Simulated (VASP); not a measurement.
MgB15N15 (a cell with a defect) (Mg_B-V_N), 31 atoms in the cell. The cell holds a defect, 31 atoms: a = 6.277 Å, b = 6.277 Å, c = 6.277 Å, α = 109.47°, β = 109.47°, γ = 109.47°. 

* Program: VASP 6.6.1
* Task: single point
* Functional: PBE
* Potentials or basis: VASP PAW PBE potentials, release 64 (B, Mg, N)
* Cutoff: 520 eV
* k mesh: 1 × 1 × 1, shifted
* Occupations: gaussian, width 0.01 eV
* Spin: collinear spin
* Fixed moment: 2 μB
* Dipole correction: no
* Charge: 2
* Further INCAR settings: LREAL = Auto; ALGO = Normal; EDIFF = 1e-07; NBANDS = 86; NELECT = 120.0

Potentials or basis: VASP PAW PBE potentials, release 64 (B, Mg, N).

Run with:

```console
$ cat potpaw_PBE.64/B/POTCAR potpaw_PBE.64/Mg/POTCAR potpaw_PBE.64/N/POTCAR > POTCAR
$ mpirun -np 1 vasp_std > vasp.out
```

Hardware: 1 thread of Intel(R) Xeon(R) Platinum 8488C (Sapphire Rapids) (shared host).

Question: Estimate the wall time of this run.

Answer: Wall time 110 s on 1 thread of Intel(R) Xeon(R) Platinum 8488C (Sapphire Rapids), on a shared host, peak memory 0.41 GiB. Counts: scf iterations 24, k points 1.
